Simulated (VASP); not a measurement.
Wanted: the native input for a VASP 6.6.1 run.

- Task: single point
- Functional: PBE
- Potentials or basis: VASP PAW PBE potentials, release 64 (Hf_pv, N)
- Cutoff: 520 eV
- k mesh: 20 × 20 × 20
- Occupations: gaussian, width 0.15 eV
- Spin: no spin polarisation
- Dipole correction: no
- Further INCAR settings: ALGO = Normal; EDIFF = 1e-07; NBANDS = 14

The structure of HfN lies in POSCAR:

```
HfN
1.0
   -0.7142241755      1.9641164827      1.9641164827
    1.9641164827     -0.7142241755      1.9641164827
    1.9641164827      1.9641164827     -0.7142241755
Hf N
1 1
Direct
    0.0000000000      0.0000000000      0.0000000000
    0.5000000000      0.5000000000      0.5000000000
```

This cell differs from its parent crystal: ratio of the length along [111] to the lengths across it x 0.6, volume and fractional coordinates fixed.

These files were run (other wordings do the same):

INCAR

```
  ALGO = Normal
  EDIFF = 1E-7
  ENCUT = 520
  GGA = PE
  ISIF = 2
  ISMEAR = 0
  LASPH = True
  LCHARG = True
  LELF = True
  LREAL = False
  LVHAR = True
  LWAVE = False
  NBANDS = 14
  NELM = 100
  PREC = Accurate
  SIGMA = 0.15
```

KPOINTS

```
k-points
0
Gamma
  20 20 20
```

Potentials or basis: VASP PAW PBE potentials, release 64 (Hf_pv, N).

Command:

```sh
$ cat potpaw_PBE.64/Hf_pv/POTCAR potpaw_PBE.64/N/POTCAR > POTCAR
$ mpirun -np 1 vasp_std > vasp.out
```

It gave:

```yaml
Pressure: -2.5 GPa
```

It took 4.8 min on 1 thread of AMD EPYC 7R13 Processor (Zen 3), with other jobs on the host, peak memory 0.33 GiB.
